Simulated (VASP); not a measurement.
# Al in VASP: single point with PBE

Aim: the single point of Al with PBE.

Program: VASP 6.6.1. These are calculated values, not measurements. Logs are shortened: lines on timing, memory, paths and dates and some standing lists are left out, and cuts for length are marked.

## Step 1: The cell of the first run

The cell holds a slab with vacuum, 5 atoms: a = 2.827 Å, b = 2.827 Å, c = 24.186 Å, α = 90.00°, β = 90.00°, γ = 120.00°.

## Step 2: Single point, PBE

Contents of INCAR:

```
SYSTEM = Al
PREC     = Accurate       ! precision mode
ENCUT    = 520            ! plane-wave cutoff, eV
EDIFF    = 1E-7           ! SCF threshold, eV
ISMEAR   = -1             ! smearing method
SIGMA    = 0.05           ! smearing width, eV
LREAL    = .False.        ! projectors in reciprocal space
LASPH    = .True.         ! aspherical terms in the spheres
NELM     = 80             ! most SCF steps
ALGO     = Normal         ! electronic algorithm
ISIF     = 2              ! what is computed and relaxed
LWAVE    = .False.        ! write WAVECAR
LCHARG   = .False.        ! write CHGCAR
LDIPOL   = .True.       
IDIPOL   = 3            
DIPOL    = 0.5 0.5 0.500
GGA      = PE             ! functional
NBANDS   = 16             ! bands
```

Contents of KPOINTS:

```
Automatic mesh
0
Gamma
  11 11 1
  0 0 0
```

Contents of POSCAR:

```
Al
1.0
    2.8270770242      0.0000000000      0.0000000000
   -1.4135385121      2.4483205214      0.0000000000
    0.0000000000      0.0000000000     24.1859930700
Al
5
Direct
    0.0000000000      0.0000000000      0.3100968390
    0.3333333300      0.6666666600      0.4050484195
    0.0000000000      0.0000000000      0.5000000000
    0.6666666700      0.3333333400      0.5949515805
    0.0000000000      0.0000000000      0.6899031610
```

Potentials or basis: VASP PAW PBE potentials, release 64 (Al).

On the command line:

```bash
cat potpaw_PBE.64/Al/POTCAR > POTCAR
mpirun -np 1 vasp_std > vasp.out
```

OUTCAR:

```text
SYSTEM = Al
   PREC = Accurate
   ENCUT = 520
   EDIFF = 1E-7
   ISMEAR = -1
   LREAL = .False.
   LASPH = .True.
   NELM = 80
   ISIF = 2
   GGA = PE

 ion  position               nearest neighbor table
   1  0.000  0.000  0.310-   2 2.82   2 2.82   2 2.82
   2  0.333  0.667  0.405-   1 2.82   3 2.82   1 2.82   1 2.82   3 2.82   3 2.82
   3  0.000  0.000  0.500-   2 2.82   4 2.82   4 2.82   2 2.82   2 2.82   4 2.82
   4  0.667  0.333  0.595-   5 2.82   3 2.82   5 2.82   5 2.82   3 2.82   3 2.82
   5  0.000  0.000  0.690-   4 2.82   4 2.82   4 2.82

  LATTYP: Found a hexagonal cell.
 ALAT       =     2.8270770242
 C/A-ratio  =     8.5551234943

  Lattice vectors:

 A1 = (   2.8270770242,   0.0000000000,   0.0000000000)
 A2 = (  -1.4135385121,   2.4483205214,   0.0000000000)
 A3 = (   0.0000000000,   0.0000000000,  24.1859930700)

Analysis of symmetry for initial positions (statically):
=====================================================================
 Subroutine PRICEL returns:
 Original cell was already a primitive cell.

 Routine SETGRP: Setting up the symmetry group for a
 hexagonal supercell.

 Subroutine GETGRP returns: Found 12 space group operations
 (whereof 12 operations were pure point group operations)
 out of a pool of 24 trial point group operations.

The static configuration has the point symmetry D_3d.

Analysis of symmetry for dynamics (positions and initial velocities):
=====================================================================
 Subroutine PRICEL returns:
 Original cell was already a primitive cell.

 Routine SETGRP: Setting up the symmetry group for a
 hexagonal supercell.

 Subroutine GETGRP returns: Found 12 space group operations
 (whereof 12 operations were pure point group operations)
 out of a pool of 24 trial point group operations.

The dynamic configuration has the point symmetry D_3d.

 Subroutine INISYM returns: Found 12 space group operations
 (whereof 12 operations are pure point group operations),
 and found     1 'primitive' translations

----------------------------------------------------------------------------------------

                                     Primitive cell

  volume of cell :     167.4055

  direct lattice vectors                    reciprocal lattice vectors
     2.827077024  0.000000000  0.000000000     0.353722234  0.204221627  0.000000000
    -1.413538512  2.448320521  0.000000000     0.000000000  0.408443254  0.000000000
     0.000000000  0.000000000 24.185993070     0.000000000  0.000000000  0.041346245

  length of vectors
     2.827077024  2.827077024 24.185993070     0.408443254  0.408443254  0.041346245

  position of ions in fractional coordinates (direct lattice)
     0.000000000  0.000000000  0.310096839
     0.333333330  0.666666660  0.405048419
     0.000000000  0.000000000  0.500000000
     0.666666670  0.333333340  0.594951581
     0.000000000  0.000000000  0.689903161

  ion indices of the primitive-cell ions
   primitive index   ion index
                 1           1
                 2           2
                 3           3
                 4           4
                 5           5

----------------------------------------------------------------------------------------

 KPOINTS: Automatic mesh

Automatic generation of k-mesh.
 Grid dimensions read from file:
 generate k-points for:   11   11    1

 Generating k-lattice:

  Cartesian coordinates                     Fractional coordinates (reciprocal lattice)
     0.032156567  0.018565602  0.000000000     0.090909091 -0.000000000  0.000000000
     0.000000000  0.037131205  0.000000000     0.000000000  0.090909091  0.000000000
     0.000000000  0.000000000  0.041346245     0.000000000  0.000000000  1.000000000

  Length of vectors
     0.037131205  0.037131205  0.041346245

  Shift w.r.t. Gamma in fractional coordinates (k-lattice)
     0.000000000  0.000000000  0.000000000

 Subroutine IBZKPT returns following result:
 ===========================================

 Found     16 irreducible k-points:

 Following reciprocal coordinates:
            Coordinates               Weight
  0.000000  0.000000  0.000000      1.000000
  0.090909  0.000000  0.000000      6.000000
  0.181818  0.000000  0.000000      6.000000
  0.272727 -0.000000  0.000000      6.000000
  0.363636  0.000000  0.000000      6.000000
  0.454545  0.000000  0.000000      6.000000
[... 8 lines left out ...]
  0.272727  0.272727  0.000000      6.000000
  0.363636  0.272727  0.000000      6.000000
   k-points           NKPTS =     16   k-points in BZ     NKDIM =     16   number of bands    NBANDS=     16
   number of dos      NEDOS =    301   number of ions     NIONS =      5
   total plane-waves  NPLWV = 103680
   dimension x,y,z NGX =    24 NGY =   24 NGZ =  180
   dimension x,y,z NGXF=    48 NGYF=   48 NGZF=  360
   ions per type =               5
   NGX,Y,Z   is equivalent  to a cutoff of  14.11, 14.11, 12.37 a.u.
   NGXF,Y,Z  is equivalent  to a cutoff of  28.23, 28.23, 24.75 a.u.
 SYSTEM =  Al
   PREC   = accura    normal or accurate (medium, high low for compatibility)
   ISTART =      0    job   : 0-new  1-cont  2-samecut
   ICHARG =      2    charge: 1-file 2-atom 10-const
   ISPIN  =      1    spin polarized calculation?
   LNONCOLLINEAR =      F non collinear calculations
   LSORBIT =      F    spin-orbit coupling
   LASPH  =      T    aspherical Exc in radial PAW
   ENCUT  =  520.0 eV  38.22 Ry    6.18 a.u.   5.26  5.26 44.97*2*pi/ulx,y,z
   NELM   =     80;   NELMIN=  2; NELMDL= -5     # of ELM steps
   EDIFF  = 0.1E-06   stopping-criterion for ELM
   LREAL  =      F    real-space projection
   EDIFFG = 0.1E-05   stopping-criterion for IOM
   NSW    =      0    number of steps for IOM
   IBRION =     -1    ionic relax: 0-MD 1-quasi-New 2-CG
   NFREE  =      0    steps in history (QN), initial steepest desc. (CG)
   ISIF   =      2    stress and relaxation
   ISYM   =      2    0-nonsym 1-usesym 2-fastsym
   POTIM  = 0.5000    time-step for ionic-motion
   TEBEG  =    0.0;   TEEND  =   0.0 temperature during run
   PSTRESS=    0.0 pullay stress
   NELECT =      15.0000    total number of electrons
   NUPDOWN=      -1.0000    fix difference up-down
   EMIN   =  10.00;   EMAX   =-10.00  energy-range for DOS
   EFERMI =   0.00;   METHOD = LEGACY
   ISMEAR =    -1;   SIGMA  =   0.05  broadening in eV -4-tet -1-fermi 0-gaus
   EFERMI_NEDOS =   21; number of points for ismear=-14 and -15
   IALGO  =     38    algorithm
   IMIX   =      4    mixing-type and parameters
     AMIX     =   0.40;   BMIX     =  1.00
     AMIX_MAG =   1.60;   BMIX_MAG =  1.00
  volume/ion in A,a.u.               =      33.48       225.94
  Fermi-wavevector in a.u.,A,eV,Ry     =   0.732569  1.384355  7.301670  0.536658
  Thomas-Fermi vector in A             =   1.825064
   LORBIT       =      0    0 simple, 1 ext, 2 COOP (PROOUT), +10 PAW based schemes
   GGA     = PE    functional components
   LHFCALC =     F    Hartree Fock is set to
   AEXX    =    0.0000 exact exchange contribution
   IVDW    =     0    specifies the selected vdW correction
   LEPSILON=     F    determine dielectric tensor
   LRPA    =     F    only Hartree local field effects (RPA)
 non-spin polarized calculation
  energy-cutoff  :      520.00
  volume of cell :      167.41
 maximum number of plane-waves:      4532
 NGX is ok and might be reduce to    24
   NGX = 11   NGY = 11   NGZ = 89

 dipolmoment           0.000000      0.000000     -0.000000 electrons x Angstroem

 number of electron      15.0000000 magnetization

 dipolmoment           0.000000      0.000000      0.000000 electrons x Angstroem

 Free energy of the ion-electron system (eV)
  ---------------------------------------------------
  ext. energy  EPLUGINS =         0.00000000
  ---------------------------------------------------
  free energy    TOTEN  =       -17.89446386 eV

  energy without entropy =      -17.86415844  energy(sigma->0) =      -17.87931115

 E-fermi :   1.9089     XC(G=0):  -5.6844

 val. band max:        1.8997627422   @ k =   0.2727   0.2727   0.0000
 cond. band min:       1.9103407304   @ k =   0.2727   0.1818   0.0000
 fundamental gap:      0.0105779882
 Fermi energy:         1.9088732413

 k-point     1 :       0.0000    0.0000    0.0000
  band No.  band energies     occupation
      1      -9.2352      2.00000
      2      -8.5009      2.00000
      3      -7.3586      2.00000
      4      -5.7646      2.00000
      5      -3.7785      2.00000
      6      -1.7613      2.00000
[... 8 lines left out ...]
     15      10.7745      0.00000
     16      12.9737      0.00000

 k-point     2 :       0.0909    0.0000    0.0000
  band No.  band energies     occupation
      1      -9.0316      2.00000
      2      -8.2981      2.00000
      3      -7.1571      2.00000
      4      -5.5647      2.00000
      5      -3.5789      2.00000
      6      -1.5704      2.00000
[... 8 lines left out ...]
     15      10.5058      0.00000
     16      10.9309      0.00000

 k-point     3 :       0.1818    0.0000    0.0000
  band No.  band energies     occupation
      1      -8.4226      2.00000
      2      -7.6918      2.00000
      3      -6.5546      2.00000
      4      -4.9673      2.00000
      5      -2.9838      2.00000
      6      -0.9985      2.00000
[... 8 lines left out ...]
     15       8.8434      0.00000
     16       8.9284      0.00000
[... 210 lines left out ...]
 k-point    15 :       0.2727    0.2727    0.0000
  band No.  band energies     occupation
      1      -3.8462      2.00000
      2      -3.1416      2.00000
      3      -2.0456      2.00000
      4      -0.5991      2.00000
      5       0.1520      2.00000
      6       0.4273      2.00000
[... 8 lines left out ...]
     15       5.6459      0.00000
     16       5.8147      0.00000

 k-point    16 :       0.3636    0.2727    0.0000
  band No.  band energies     occupation
      1      -1.9656      2.00000
      2      -1.8660      2.00000
      3      -1.3703      2.00000
      4      -1.1043      2.00000
      5      -0.4030      2.00000
      6       0.0253      2.00000
[... 8 lines left out ...]
     15       5.0505      0.00000
     16       5.6265      0.00000

------------------------ aborting loop because EDIFF is reached ----------------------------------------

 vacuum level on the upper side and lower side of the slab       (xc-potential included)        -0.101        -0.101

  FORCE on cell =-STRESS in cart. coord.  units (eV):
  Direction    XX          YY          ZZ          XY          YZ          ZX
  --------------------------------------------------------------------------------------
  -------------------------------------------------------------------------------------
  Total        0.3804282      0.3804282      2.0378819     -0.0000000      0.0000000      0.0000000
  in kB        3.6409396      3.6409396     19.5038238     -0.0000000      0.0000000      0.0000000
  external PRESSURE =       8.9285677 kB  Pullay stress =       0.0000000 kB

 VOLUME and BASIS-vectors are now :
 -----------------------------------------------------------------------------
  energy-cutoff  :      520.00
  volume of cell :      167.41
      direct lattice vectors                 reciprocal lattice vectors
     2.827077024  0.000000000  0.000000000     0.353722234  0.204221627  0.000000000
    -1.413538512  2.448320521  0.000000000     0.000000000  0.408443254  0.000000000
     0.000000000  0.000000000 24.185993070     0.000000000  0.000000000  0.041346245

 POSITION                                       TOTAL-FORCE (eV/Angst)
 -----------------------------------------------------------------------------------
      0.00000      0.00000      7.50000         0.000000      0.000000     -0.260346
      0.00000      1.63221      9.79650         0.000000     -0.000000      0.076412
      0.00000      0.00000     12.09300         0.000000      0.000000     -0.000000
      1.41354      0.81611     14.38949        -0.000000      0.000000     -0.076412
      0.00000      0.00000     16.68599         0.000000     -0.000000      0.260346
 -----------------------------------------------------------------------------------
    total drift:                                0.000000      0.000000     -0.000000

  FREE ENERGIE OF THE ION-ELECTRON SYSTEM (eV)
  ---------------------------------------------------
  free  energy   TOTEN  =       -17.8944638591 eV

  energy  without entropy=      -17.8641584377  energy(sigma->0) =      -17.87931115

 vacuum level on the upper side and lower side of the slab         5.871         5.871
```

Run time: 49 s. Hardware: 1 thread of Intel Xeon Platinum 8488C (Sapphire Rapids), shared host; peak memory 0.28 GiB.

Results:

| Quantity | Value |
| --- | --- |
| Free energy | -17.8945 eV |
| Largest force | 0.260 eV/Å |

Forces in eV/Å, atoms in the order of the input:
```
Al   0.000  0.000 -0.260
Al   0.000  0.000  0.076
Al   0.000  0.000  0.000
Al   0.000  0.000 -0.076
Al   0.000  0.000  0.260
```
